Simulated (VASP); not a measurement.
# Se (Fm-3m) in VASP: single point with PBE

Aim: the single point of Se with PBE.

Everything below comes from runs of VASP 6.6.1. Logs are shortened: lines on timing, memory, paths and dates and some standing lists are left out, and cuts for length are marked.

## Step 1: The cell of the first run

Symmetry: Fm-3m, No. 225, cubic system. The conventional cell has a = 4.422 Å, b = 4.422 Å, c = 4.422 Å, α = 90.00°, β = 90.00°, γ = 90.00°. Within 4.1 Å of Se (site symmetry m-3m) lie 12 Se at 3.13 Å.

This isn't the form of Se at room conditions, which is trigonal, of chains.

## Step 2: Single point, PBE

Contents of INCAR:

```
SYSTEM = Se
ALGO = Normal ; EDIFF = 1E-6
ENCUT = 520 ; GGA = PE
ISIF = 2 ; ISMEAR = -1
LASPH = .TRUE. ; LCHARG = .FALSE.
LREAL = .FALSE. ; LWAVE = .FALSE.
NBANDS = 9 ; NELM = 80
PREC = Accurate ; SIGMA = 0.06122561905347299
```

Contents of KPOINTS:

```
k-points
0
G
  43 43 43
  0 0 0
```

Contents of POSCAR:

```
Se
1.0
    0.0000000000      2.2108755361      2.2108755361
    2.2108755361      0.0000000000      2.2108755361
    2.2108755361      2.2108755361      0.0000000000
Se
1
Direct
    0.0000000000      0.0000000000      0.0000000000
```

Potentials or basis: VASP PAW PBE potentials, release 64 (Se).

On the command line:

```
$ cat potpaw_PBE.64/Se/POTCAR > POTCAR
$ mpirun -np 1 vasp_std > vasp.out
```

OUTCAR:

```text
SYSTEM = Se
   EDIFF = 1E-6
   ENCUT = 520
   GGA = PE
   ISIF = 2
   ISMEAR = -1
   LASPH = .TRUE.
   LREAL = .FALSE.
   NELM = 80
   PREC = Accurate

 ion  position               nearest neighbor table
   1  0.000  0.000  0.000-

  LATTYP: Found a face centered cubic cell.
 ALAT       =     4.4217510722

  Lattice vectors:

 A1 = (   0.0000000000,   2.2108755361,   2.2108755361)
 A2 = (   2.2108755361,   0.0000000000,   2.2108755361)
 A3 = (   2.2108755361,   2.2108755361,   0.0000000000)

Analysis of symmetry for initial positions (statically):
=====================================================================
 Subroutine PRICEL returns:
 Original cell was already a primitive cell.

 Routine SETGRP: Setting up the symmetry group for a
 face centered cubic supercell.

 Subroutine GETGRP returns: Found 48 space group operations
 (whereof 48 operations were pure point group operations)
 out of a pool of 48 trial point group operations.

The static configuration has the point symmetry O_h .

Analysis of symmetry for dynamics (positions and initial velocities):
=====================================================================
 Subroutine PRICEL returns:
 Original cell was already a primitive cell.

 Routine SETGRP: Setting up the symmetry group for a
 face centered cubic supercell.

 Subroutine GETGRP returns: Found 48 space group operations
 (whereof 48 operations were pure point group operations)
 out of a pool of 48 trial point group operations.

The dynamic configuration has the point symmetry O_h .

 Subroutine INISYM returns: Found 48 space group operations
 (whereof 48 operations are pure point group operations),
 and found     1 'primitive' translations

----------------------------------------------------------------------------------------

                                     Primitive cell

  volume of cell :      21.6134

  direct lattice vectors                    reciprocal lattice vectors
     0.000000000  2.210875536  2.210875536    -0.226154748  0.226154748  0.226154748
     2.210875536  0.000000000  2.210875536     0.226154748 -0.226154748  0.226154748
     2.210875536  2.210875536  0.000000000     0.226154748  0.226154748 -0.226154748

  length of vectors
     3.126650168  3.126650168  3.126650168     0.391711514  0.391711514  0.391711514

  position of ions in fractional coordinates (direct lattice)
     0.000000000  0.000000000  0.000000000

  ion indices of the primitive-cell ions
[... 70 lines left out ...]
   LSORBIT =      F    spin-orbit coupling
   LASPH  =      T    aspherical Exc in radial PAW
   ENCUT  =  520.0 eV  38.22 Ry    6.18 a.u.   5.81  5.81  5.81*2*pi/ulx,y,z
   NELM   =     80;   NELMIN=  2; NELMDL= -5     # of ELM steps
   EDIFF  = 0.1E-05   stopping-criterion for ELM
   LREAL  =      F    real-space projection
[... 7 lines left out ...]
   TEBEG  =    0.0;   TEEND  =   0.0 temperature during run
   PSTRESS=    0.0 pullay stress
   NELECT =       6.0000    total number of electrons
   NUPDOWN=      -1.0000    fix difference up-down
   EMIN   =  10.00;   EMAX   =-10.00  energy-range for DOS
   EFERMI =   0.00;   METHOD = LEGACY
   ISMEAR =    -1;   SIGMA  =   0.06  broadening in eV -4-tet -1-fermi 0-gaus
   EFERMI_NEDOS =   21; number of points for ismear=-14 and -15
   IALGO  =     38    algorithm
   IMIX   =      4    mixing-type and parameters
     AMIX     =   0.40;   BMIX     =  1.00
     AMIX_MAG =   1.60;   BMIX_MAG =  1.00
  volume/ion in A,a.u.               =      21.61       145.85
  Fermi-wavevector in a.u.,A,eV,Ry     =   1.067950  2.018133 15.517681  1.140517
  Thomas-Fermi vector in A             =   2.203583
   LORBIT       =      0    0 simple, 1 ext, 2 COOP (PROOUT), +10 PAW based schemes
   GGA     = PE    functional components
   LHFCALC =     F    Hartree Fock is set to
   AEXX    =    0.0000 exact exchange contribution
   IVDW    =     0    specifies the selected vdW correction
   LEPSILON=     F    determine dielectric tensor
   LRPA    =     F    only Hartree local field effects (RPA)
 non-spin polarized calculation
  energy-cutoff  :      520.00
  volume of cell :       21.61
 maximum number of plane-waves:       599
   NGX = 11   NGY = 11   NGZ = 11

 number of electron       5.9999999 magnetization

 Free energy of the ion-electron system (eV)
  ---------------------------------------------------
  ext. energy  EPLUGINS =         0.00000000
  ---------------------------------------------------
  free energy    TOTEN  =        -2.76705067 eV

  energy without entropy =       -2.75516324  energy(sigma->0) =       -2.76110696

 E-fermi :   4.6891     XC(G=0): -10.3241

 val. band max:        4.6885981914   @ k =   0.3953   0.2791   0.0000
 cond. band min:       4.6922382292   @ k =   0.4651   0.1628   0.0233
 fundamental gap:      0.0036400378
 Fermi energy:         4.6891085417

 k-point     1 :       0.0000    0.0000    0.0000
  band No.  band energies     occupation
      1     -10.8323      2.00000
      2       7.4199      0.00000
      3       7.4199      0.00000
      4       7.4199      0.00000
      5      15.0382      0.00000
      6      16.6130      0.00000
      7      16.6130      0.00000
      8      16.6130      0.00000
      9      20.0886      0.00000
[... 265 lines left out ...]
 k-point    24 :       0.0465    0.0233    0.0000
  band No.  band energies     occupation
      1     -10.7959      2.00000
      2       7.1934      0.00000
      3       7.3522      0.00000
      4       7.3832      0.00000
      5      15.2181      0.00000
      6      16.3655      0.00000
      7      16.7169      0.00000
      8      16.7297      0.00000
      9      20.4760      0.00000

 [... further k-points ...]

------------------------ aborting loop because EDIFF is reached ----------------------------------------

  FORCE on cell =-STRESS in cart. coord.  units (eV):
  Direction    XX          YY          ZZ          XY          YZ          ZX
  --------------------------------------------------------------------------------------
  -------------------------------------------------------------------------------------
  Total       -0.4831597     -0.4831597     -0.4831597      0.0000000      0.0000000      0.0000000
  in kB      -35.8161070    -35.8161070    -35.8161070      0.0000000      0.0000000      0.0000000
  external PRESSURE =     -35.8161070 kB  Pullay stress =       0.0000000 kB

 VOLUME and BASIS-vectors are now :
 -----------------------------------------------------------------------------
  energy-cutoff  :      520.00
  volume of cell :       21.61
      direct lattice vectors                 reciprocal lattice vectors
     0.000000000  2.210875536  2.210875536    -0.226154748  0.226154748  0.226154748
     2.210875536  0.000000000  2.210875536     0.226154748 -0.226154748  0.226154748
     2.210875536  2.210875536  0.000000000     0.226154748  0.226154748 -0.226154748

 POSITION                                       TOTAL-FORCE (eV/Angst)
 -----------------------------------------------------------------------------------
      0.00000      0.00000      0.00000        -0.000000      0.000000      0.000000
 -----------------------------------------------------------------------------------
    total drift:                               -0.000000     -0.000000     -0.000000

  FREE ENERGIE OF THE ION-ELECTRON SYSTEM (eV)
  ---------------------------------------------------
  free  energy   TOTEN  =        -2.7670506730 eV

  energy  without entropy=       -2.7551632399  energy(sigma->0) =       -2.76110696
```

OSZICAR:

```text
N       E                     dE             d eps       ncg     rms          rms(c)
DAV:   1     0.943079885313E+01    0.94308E+01   -0.28605E+03 36528   0.570E+02
DAV:   2    -0.248835926661E+01   -0.11919E+02   -0.11542E+02 50672   0.752E+01
DAV:   3    -0.277057404229E+01   -0.28221E+00   -0.27785E+00 42911   0.105E+01
DAV:   4    -0.277114664967E+01   -0.57261E-03   -0.57253E-03 49633   0.524E-01
DAV:   5    -0.277114704709E+01   -0.39741E-06   -0.39800E-06 42209   0.122E-02    0.265E+00
DAV:   6    -0.276775203603E+01    0.33950E-02   -0.43645E-03 39811   0.342E-01    0.155E+00
DAV:   7    -0.276703257558E+01    0.71946E-03   -0.67324E-03 39290   0.439E-01    0.951E-02
DAV:   8    -0.276705058387E+01   -0.18008E-04   -0.17566E-04 41523   0.805E-02    0.107E-02
DAV:   9    -0.276705067295E+01   -0.89082E-07   -0.16487E-06 45487   0.102E-02
   1 F= -.27670507E+01 E0= -.27611070E+01  d E =-.118874E-01
```

Run time: 2.7 min. Hardware: 1 thread of AMD EPYC 7R13 (Zen 3), shared host; peak memory 0.44 GiB.

What came out:

```
Free energy            : -2.7671 eV
Pressure               : -3.6 GPa
Band gap on the k mesh : zero (bands 3 and 4 overlap by 4.70 eV)
```

Caveat: the cell stands under tension.
